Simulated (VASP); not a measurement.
# ZrWS3 (Pm-3m) in VASP: further runs

ZrWS3 is run at these levels: PBE+D3(BJ), PBE; tasks: single point.

All numbers are computed with VASP 6.6.1; they aren't measurements. Logs are shortened: lines on timing, memory, paths and dates and some standing lists are left out, and cuts for length are marked.

### 1 The cell of the first run

The structure is cubic, space group Pm-3m (No. 221). The conventional cell has a = 4.917 Å, b = 4.917 Å, c = 4.917 Å, α = 90.00°, β = 90.00°, γ = 90.00°. Within 3.2 Å of Zr (site symmetry m-3m) lie 6 S at 2.46 Å. W (site symmetry m-3m) has 12 S at 3.48 Å and 8 Zr at 4.26 Å within 4.6 Å. Within 3.2 Å of S (site symmetry 4/mmm) lie 2 Zr at 2.46 Å.

### 2 Single point, PBE+D3(BJ), collinear spin

INCAR reads:

```
SYSTEM = ZrWS3
PREC = Accurate ; ENCUT = 520
EDIFF = 1E-7 ; ISMEAR = 0
SIGMA = 0.1 ; LREAL = .FALSE.
LASPH = .TRUE. ; NELM = 150
ALGO = Normal ; ISIF = 2
LWAVE = .FALSE. ; LCHARG = .TRUE.
ISPIN = 2 ; MAGMOM = 0 4.03 0 0 0
LORBIT = 11 ; LMAXMIX = 4
GGA = PE ; IVDW = 12
LELF = .TRUE. ; LVHAR = .TRUE.
NBANDS = 34
```

KPOINTS reads:

```
Automatic mesh
0
G
  8 8 8
  0 0 0
```

POSCAR reads:

```
ZrWS3
1.0
    4.9172394432      0.0000000000      0.0000000000
    0.0000000000      4.9172394432      0.0000000000
    0.0000000000      0.0000000000      4.9172394432
Zr W S
1 1 3
Direct
    0.5000000000      0.5000000000      0.5000000000
    0.0000000000      0.0000000000      0.0000000000
    0.5000000000      0.5000000000      0.0000000000
    0.0000000000      0.5000000000      0.5000000000
    0.5000000000      0.0000000000      0.5000000000
```

Potentials or basis: VASP PAW PBE potentials, release 64 (Zr_sv, W_sv, S).

Run with:

```sh
> cat potpaw_PBE.64/Zr_sv/POTCAR potpaw_PBE.64/W_sv/POTCAR potpaw_PBE.64/S/POTCAR > POTCAR
> mpirun -np 1 vasp_std > vasp.out
```

OUTCAR:

```text
SYSTEM = ZrWS3
   PREC = Accurate
   ENCUT = 520
   EDIFF = 1E-7
   ISMEAR = 0
   LREAL = .FALSE.
   LASPH = .TRUE.
   NELM = 150
   ISIF = 2
   ISPIN = 2
   LORBIT = 11
   GGA = PE
   IVDW = 12
 IVDW          = 12

 ion  position               nearest neighbor table
   1  0.500  0.500  0.500-   3 2.46   4 2.46   5 2.46   3 2.46   5 2.46   4 2.46
   2  0.000  0.000  0.000-
   3  0.500  0.500  0.000-   1 2.46   1 2.46
   4  0.000  0.500  0.500-   1 2.46   1 2.46
   5  0.500  0.000  0.500-   1 2.46   1 2.46

  LATTYP: Found a simple cubic cell.
 ALAT       =     4.9172394432

  Lattice vectors:

 A1 = (   4.9172394432,   0.0000000000,   0.0000000000)
 A2 = (   0.0000000000,   4.9172394432,   0.0000000000)
 A3 = (   0.0000000000,   0.0000000000,   4.9172394432)

Analysis of symmetry for initial positions (statically):
=====================================================================
 Subroutine PRICEL returns:
 Original cell was already a primitive cell.

 Routine SETGRP: Setting up the symmetry group for a
 simple cubic supercell.

 Subroutine GETGRP returns: Found 48 space group operations
 (whereof 48 operations were pure point group operations)
 out of a pool of 48 trial point group operations.

The static configuration has the point symmetry O_h .

Analysis of symmetry for dynamics (positions and initial velocities):
=====================================================================
 Subroutine PRICEL returns:
 Original cell was already a primitive cell.

 Routine SETGRP: Setting up the symmetry group for a
 simple cubic supercell.

 Subroutine GETGRP returns: Found 48 space group operations
 (whereof 48 operations were pure point group operations)
 out of a pool of 48 trial point group operations.

The dynamic configuration has the point symmetry O_h .

Analysis of structural, dynamic, and magnetic symmetry:
=====================================================================
 Subroutine PRICEL returns:
 Original cell was already a primitive cell.

 Routine SETGRP: Setting up the symmetry group for a
 simple cubic supercell.

 Subroutine GETGRP returns: Found 48 space group operations
 (whereof 48 operations were pure point group operations)
 out of a pool of 48 trial point group operations.

The overall configuration has the point symmetry O_h .

 Subroutine INISYM returns: Found 48 space group operations
 (whereof 48 operations are pure point group operations),
 and found     1 'primitive' translations

----------------------------------------------------------------------------------------

                                     Primitive cell

  volume of cell :     118.8951

  direct lattice vectors                    reciprocal lattice vectors
     4.917239443  0.000000000  0.000000000     0.203366139  0.000000000  0.000000000
     0.000000000  4.917239443  0.000000000     0.000000000  0.203366139  0.000000000
     0.000000000  0.000000000  4.917239443     0.000000000  0.000000000  0.203366139

  length of vectors
     4.917239443  4.917239443  4.917239443     0.203366139  0.203366139  0.203366139

  position of ions in fractional coordinates (direct lattice)
     0.500000000  0.500000000  0.500000000
     0.000000000  0.000000000  0.000000000
     0.500000000  0.500000000  0.000000000
     0.000000000  0.500000000  0.500000000
     0.500000000  0.000000000  0.500000000

  ion indices of the primitive-cell ions
   primitive index   ion index
                 1           1
                 2           2
                 3           3
                 4           4
                 5           5

----------------------------------------------------------------------------------------

 KPOINTS: Automatic mesh

Automatic generation of k-mesh.
 Grid dimensions read from file:
 generate k-points for:    8    8    8

 Generating k-lattice:

  Cartesian coordinates                     Fractional coordinates (reciprocal lattice)
     0.025420767  0.000000000  0.000000000     0.125000000  0.000000000  0.000000000
     0.000000000  0.025420767  0.000000000     0.000000000  0.125000000  0.000000000
     0.000000000  0.000000000  0.025420767     0.000000000  0.000000000  0.125000000

  Length of vectors
     0.025420767  0.025420767  0.025420767

  Shift w.r.t. Gamma in fractional coordinates (k-lattice)
     0.000000000  0.000000000  0.000000000

 Subroutine IBZKPT returns following result:
 ===========================================

 Found     35 irreducible k-points:

 Following reciprocal coordinates:
            Coordinates               Weight
  0.000000  0.000000  0.000000      1.000000
  0.125000  0.000000  0.000000      6.000000
  0.250000  0.000000  0.000000      6.000000
  0.375000  0.000000  0.000000      6.000000
  0.500000  0.000000  0.000000      3.000000
  0.125000  0.125000  0.000000     12.000000
[... 16 lines left out ...]
  0.375000  0.375000  0.125000     24.000000
  0.500000  0.375000  0.125000     24.000000
 [... further k-points ...]
   k-points           NKPTS =     35   k-points in BZ     NKDIM =     35   number of bands    NBANDS=     34
   number of dos      NEDOS =    301   number of ions     NIONS =      5
   total plane-waves  NPLWV =  64000
   dimension x,y,z NGX =    40 NGY =   40 NGZ =   40
   dimension x,y,z NGXF=    80 NGYF=   80 NGZF=   80
   ions per type =               1   1   3
   NGX,Y,Z   is equivalent  to a cutoff of  13.52, 13.52, 13.52 a.u.
   NGXF,Y,Z  is equivalent  to a cutoff of  27.05, 27.05, 27.05 a.u.
 SYSTEM =  ZrWS3
   PREC   = accura    normal or accurate (medium, high low for compatibility)
   ISTART =      0    job   : 0-new  1-cont  2-samecut
   ICHARG =      2    charge: 1-file 2-atom 10-const
   ISPIN  =      2    spin polarized calculation?
   LNONCOLLINEAR =      F non collinear calculations
   LSORBIT =      F    spin-orbit coupling
   LASPH  =      T    aspherical Exc in radial PAW
   ENCUT  =  520.0 eV  38.22 Ry    6.18 a.u.   9.14  9.14  9.14*2*pi/ulx,y,z
   NELM   =    150;   NELMIN=  2; NELMDL= -5     # of ELM steps
   EDIFF  = 0.1E-06   stopping-criterion for ELM
   LREAL  =      F    real-space projection
   EDIFFG = 0.1E-05   stopping-criterion for IOM
   NSW    =      0    number of steps for IOM
   IBRION =     -1    ionic relax: 0-MD 1-quasi-New 2-CG
   NFREE  =      0    steps in history (QN), initial steepest desc. (CG)
   ISIF   =      2    stress and relaxation
   ISYM   =      2    0-nonsym 1-usesym 2-fastsym
   POTIM  = 0.5000    time-step for ionic-motion
   TEBEG  =    0.0;   TEEND  =   0.0 temperature during run
   PSTRESS=    0.0 pullay stress
   NELECT =      44.0000    total number of electrons
   NUPDOWN=      -1.0000    fix difference up-down
   EMIN   =  10.00;   EMAX   =-10.00  energy-range for DOS
   EFERMI =   0.00;   METHOD = LEGACY
   ISMEAR =     0;   SIGMA  =   0.10  broadening in eV -4-tet -1-fermi 0-gaus
   EFERMI_NEDOS =   21; number of points for ismear=-14 and -15
   IALGO  =     38    algorithm
   IMIX   =      4    mixing-type and parameters
     AMIX     =   0.40;   BMIX     =  1.00
     AMIX_MAG =   1.60;   BMIX_MAG =  1.00
  volume/ion in A,a.u.               =      23.78       160.47
  Fermi-wavevector in a.u.,A,eV,Ry     =   1.175360  2.221109 18.796067  1.381472
  Thomas-Fermi vector in A             =   2.311742
   LORBIT       =     11    0 simple, 1 ext, 2 COOP (PROOUT), +10 PAW based schemes
   GGA     = PE    functional components
   LHFCALC =     F    Hartree Fock is set to
   AEXX    =    0.0000 exact exchange contribution
   IVDW    =    12    specifies the selected vdW correction
   LEPSILON=     F    determine dielectric tensor
   LRPA    =     F    only Hartree local field effects (RPA)
 spin polarized calculation
 Gauss-broadening in eV      SIGMA  =   0.10
  energy-cutoff  :      520.00
  volume of cell :      118.90
 maximum number of plane-waves:      3228
 NGX is ok and might be reduce to    40
   NGX = 19   NGY = 19   NGZ = 19

 number of electron      44.0000010 magnetization       3.9966693

 Free energy of the ion-electron system (eV)
  ---------------------------------------------------
  ext. energy  EPLUGINS =         0.00000000
  ---------------------------------------------------
  free energy    TOTEN  =       -31.35823269 eV

  energy without entropy =      -31.33897702  energy(sigma->0) =      -31.34860485

 E-fermi :   5.0034     XC(G=0):  -9.7431

 val. band max:        5.0023476748   @ k =   0.2500   0.0000   0.0000
 cond. band min:       5.0085355016   @ k =   0.5000   0.5000   0.2500
 fundamental gap:      0.0061878267
 Fermi energy:         5.0034457069

 spin component 1

 k-point     1 :       0.0000    0.0000    0.0000
  band No.  band energies     occupation
      1     -69.9609      1.00000
      2     -44.2763      1.00000
      3     -34.3627      1.00000
      4     -34.3627      1.00000
      5     -34.3627      1.00000
      6     -22.3962      1.00000
[... 877 lines left out ...]
     33      10.6612      0.00000
     34      12.1429      0.00000

 [... further k-points ...]

 spin component 2

 k-point     1 :       0.0000    0.0000    0.0000
  band No.  band energies     occupation
      1     -68.4558      1.00000
      2     -44.2264      1.00000
      3     -32.3230      1.00000
      4     -32.3230      1.00000
      5     -32.3230      1.00000
      6     -22.3367      1.00000
[... 877 lines left out ...]
     33      11.7068      0.00000
     34      12.1894      0.00000

 [... further k-points ...]

------------------------ aborting loop because EDIFF is reached ----------------------------------------

 Edisp (eV)   -1.85454

 E8    (eV) :    -0.8188

  FORCE on cell =-STRESS in cart. coord.  units (eV):
  Direction    XX          YY          ZZ          XY          YZ          ZX
  --------------------------------------------------------------------------------------
  -------------------------------------------------------------------------------------
  Total      -1.84822    -1.84822    -1.84822    -0.00000     0.00000    -0.00000
  in kB     -24.90577   -24.90577   -24.90577    -0.00000     0.00000    -0.00000
  external pressure =      -24.91 kB  Pullay stress =        0.00 kB

 VOLUME and BASIS-vectors are now :
 -----------------------------------------------------------------------------
  energy-cutoff  :      520.00
  volume of cell :      118.90
      direct lattice vectors                 reciprocal lattice vectors
     4.917239443  0.000000000  0.000000000     0.203366139  0.000000000  0.000000000
     0.000000000  4.917239443  0.000000000     0.000000000  0.203366139  0.000000000
     0.000000000  0.000000000  4.917239443     0.000000000  0.000000000  0.203366139

 POSITION                                       TOTAL-FORCE (eV/Angst)
 -----------------------------------------------------------------------------------
      2.45862      2.45862      2.45862         0.000000      0.000000      0.000000
      0.00000      0.00000      0.00000         0.000000      0.000000      0.000000
      2.45862      2.45862      0.00000         0.000000      0.000000      0.000000
      0.00000      2.45862      2.45862         0.000000      0.000000      0.000000
      2.45862      0.00000      2.45862         0.000000      0.000000      0.000000
 -----------------------------------------------------------------------------------
    total drift:                                0.000000      0.000000     -0.000000

  FREE ENERGIE OF THE ION-ELECTRON SYSTEM (eV)
  ---------------------------------------------------
  free  energy   TOTEN  =       -33.2127732326 eV

  energy  without entropy=      -33.1935175578  energy(sigma->0) =      -33.20314540

 total charge

# of ion       s       p       d       tot
------------------------------------------
    1        2.189   6.040   1.546   9.775
    2        2.237   5.984   3.271  11.492
    3        1.352   2.387   0.000   3.739
    4        1.352   2.387   0.000   3.739
    5        1.352   2.387   0.000   3.739
--------------------------------------------------
tot          8.483  19.183   4.818  32.484

 magnetization (x)

# of ion       s       p       d       tot
------------------------------------------
    1        0.004   0.001   0.074   0.079
    2        0.167   0.020   3.026   3.213
    3        0.004  -0.099   0.000  -0.095
    4        0.004  -0.099   0.000  -0.095
    5        0.004  -0.099   0.000  -0.095
--------------------------------------------------
tot          0.184  -0.278   3.100   3.006
```

Run time: 3.5 min. Hardware: 1 thread of AMD EPYC 9R45 (Zen 5), shared host; peak memory 0.4 GiB.

Results:

- Free energy: -33.2128 eV
- Pressure: -2.5 GPa
- Band gap on the k mesh: zero (filled and empty bands overlap)
- Net moment: 4.00 μB per cell
- Site moments: Zr +0.08; W +3.21; S -0.10 μB
- Valence electrons inside the program's atomic spheres: Zr 9.78; W 11.49; S 3.74
- Dispersion energy per atom: -0.371 eV

Caveat: three body term missing; spin-orbit coupling is left out, which moves the levels of the heavy elements.

### 3 Single point, PBE, collinear spin

INCAR reads:

```
PREC = Accurate ; ENCUT = 520
EDIFF = 1E-6 ; ISMEAR = 0
SIGMA = 0.1 ; LREAL = False
LASPH = True ; NELM = 150
ALGO = Normal ; ISIF = 2
LWAVE = False ; LCHARG = False
ISPIN = 2 ; MAGMOM = 0 4.03 0 0 0
LORBIT = 11 ; LMAXMIX = 4
GGA = PE ; NBANDS = 34
```

KPOINTS reads:

```
Automatic mesh
0
Gamma
  8 8 8
```

POSCAR is that of step 2.

Potentials or basis: VASP PAW PBE potentials, release 64 (Zr_sv, W_sv, S).

Run with:

```sh
> cat potpaw_PBE.64/Zr_sv/POTCAR potpaw_PBE.64/W_sv/POTCAR potpaw_PBE.64/S/POTCAR > POTCAR
> mpirun -np 1 vasp_std > vasp.out
```

It took 3 min on 1 thread of AMD EPYC 9R45 (Zen 5), shared host; peak memory 0.4 GiB.

The run converged. Its results:

```
Free energy                                           : -31.3582 eV
Pressure                                              : 0.0 GPa
Band gap on the k mesh                                : zero (filled and empty bands overlap)
Net moment                                            : 4.00 μB per cell
Site moments                                          : Zr +0.08; W +3.21; S -0.10 μB
Valence electrons inside the program's atomic spheres : Zr 9.78; W 11.49; S 3.74
```

Levels at points of the mesh, in eV from the Fermi level:
Spin up:
| k point | band 22 | band 23 | band 24 | band 25 | band 26 | band 27 |
| --- | --- | --- | --- | --- | --- | --- |
| (0.00, 0.00, 0.00) | -1.21 | -1.21 | -0.88 | -0.88 | -0.88 | 0.62 |
| (0.50, 0.00, 0.00) | -0.83 | 0.23 | 0.32 | 0.35 | 0.35 | 1.45 |
| (0.50, 0.50, 0.00) | -0.73 | -0.03 | -0.03 | 0.38 | 0.48 | 2.91 |
| (0.50, 0.50, 0.50) | -0.74 | -0.74 | -0.21 | -0.21 | -0.21 | 3.23 |
Spin down:
```csv
k point,band 18,band 19,band 20,band 21,band 22,band 23
"(0.00, 0.00, 0.00)",-0.93,-0.93,-0.93,0.07,0.07,0.07
"(0.50, 0.00, 0.00)",-2.36,-1.22,-1.22,0.39,1.52,1.81
"(0.50, 0.50, 0.00)",-2.52,-2.32,-0.57,1.61,1.79,2.14
"(0.50, 0.50, 0.50)",-0.41,-0.41,-0.41,0.33,1.60,1.60
```

Caveat: spin-orbit coupling is left out, which moves the levels of the heavy elements.
